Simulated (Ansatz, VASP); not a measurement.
## One calculation of Pt, two programs

File INCAR:

```
PREC = Accurate
ENCUT = 520
EDIFF = 1E-6
ISMEAR = 0
SIGMA = 0.15
LREAL = False
LASPH = True
NELM = 60
ALGO = Normal
ISIF = 2
LWAVE = False
LCHARG = False
GGA = PE
NBANDS = 11
```

The input KPOINTS:

```
Automatic mesh
0
Gamma
  16 16 16
```

POSCAR

```
Pt
1.0
   -1.5814460448      1.5814460448      1.5814460448
    1.5814460448     -1.5814460448      1.5814460448
    1.5814460448      1.5814460448     -1.5814460448
Pt
1
Direct
    0.0000000000      0.0000000000      0.0000000000
```

Input for Ansatz:

```yaml
crystal:
  lattice:
    - [-1.5814460448, 1.5814460448, 1.5814460448]
    - [1.5814460448, -1.5814460448, 1.5814460448]
    - [1.5814460448, 1.5814460448, -1.5814460448]
  atoms:
    - { symbol: Pt, position: [0.0, 0.0, 0.0] }
basis:
  ecutwfc: 420
kpoints:
  mp_grid: { grid: [16, 16, 16] }
hamiltonian:
  xc: pbe
scf:
  occupations: { method: gaussian, width: 0.15 }
output:
  forces: true
  stress: true
  eigenvalues: true
```

Alike in both runs: task single point; functional PBE; k mesh 16 × 16 × 16; occupations gaussian, width 0.15 eV; no spin polarisation.

|  | VASP | Ansatz |
| --- | --- | --- |
| version | VASP 6.6.1 | Ansatz 0.2.0 |
| potentials or method | VASP PAW PBE potentials, release 64 (Pt), cutoff 520 eV | scalar-relativistic, plane waves, PAW |
| valence electrons in the cell | 10 | 18 |

```tsv
	VASP	Ansatz	Ansatz less VASP
gap on the k mesh at the Fermi level (eV)	none	none	-
pressure (GPa)	-0.1	0.3	+0.46
```

A gap of «none» marks a metal or a gap that the smearing closes. With one functional, cell and mesh, what is left measures potentials, basis and numerics. VASP's potentials hold 10 valence electrons a cell and Ansatz's 18, so a difference there can come from the potentials and not from the codes.

Neither program's run includes spin-orbit coupling.
